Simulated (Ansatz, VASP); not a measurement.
**SnSe: VASP beside Ansatz**

INCAR

```
SYSTEM = SnSe
PREC = Accurate
ENCUT = 520
EDIFF = 1E-8
ISMEAR = -1
SIGMA = 0.01
LREAL = .FALSE.
LASPH = .TRUE.
NELM = 100
ALGO = Normal
ISIF = 2
LWAVE = .FALSE.
LCHARG = .FALSE.
GGA = PS
LEFG = .TRUE.
NBANDS = 17
```

Contents of KPOINTS:

```
regular mesh
0
G
  7 7 7
  0 0 0
```

Contents of POSCAR:

```
SnSe
1.0
    0.0000000000      3.0299343558      3.0299343558
    3.0299343558      0.0000000000      3.0299343558
    3.0299343558      3.0299343558      0.0000000000
Sn Se
1 1
Direct
    0.0000000000      0.0000000000      0.0000000000
    0.5000000000      0.5000000000      0.5000000000
```

Input for Ansatz:

```yaml
crystal:
  lattice:
    - [0.0, 3.0299343558, 3.0299343558]
    - [3.0299343558, 0.0, 3.0299343558]
    - [3.0299343558, 3.0299343558, 0.0]
  atoms:
    - { symbol: Sn, position: [0.0, 0.0, 0.0] }
    - { symbol: Se, position: [0.5, 0.5, 0.5] }
kpoints:
  mp_grid: { grid: [7, 7, 7] }
scf:
  occupations: { method: fermi_dirac, width: 0.01 }
hamiltonian:
  xc: pbesol
  pseudopotentials: { kind: all_electron, datasets: crystal }
output:
  forces: true
  stress: true
  eigenvalues: true
  efg: { contact_densities: true }
```

Change from the starting cell: volume scaled by 1.02, crystal datasets.

Alike in both runs: task electric field gradients; functional PBEsol; k mesh 7 × 7 × 7; occupations fermi-dirac, width 0.01 eV; no spin polarisation.

|  | VASP | Ansatz |
| --- | --- | --- |
| version | VASP 6.6.1 | Ansatz 0.2.0 |
| potentials or method | VASP PAW PBE potentials, release 64 (Sn_d, Se), cutoff 520 eV | all-electron PAW with datasets made for the crystal, scalar-relativistic |

|  | VASP | Ansatz | Ansatz less VASP |
| --- | --- | --- | --- |
| pressure (GPa) | -2.8 | -2.8 | -0.01 |

VASP's potentials were made for PBE, not for PBEsol. Ansatz ran all-electron here, and VASP with PAW potentials.
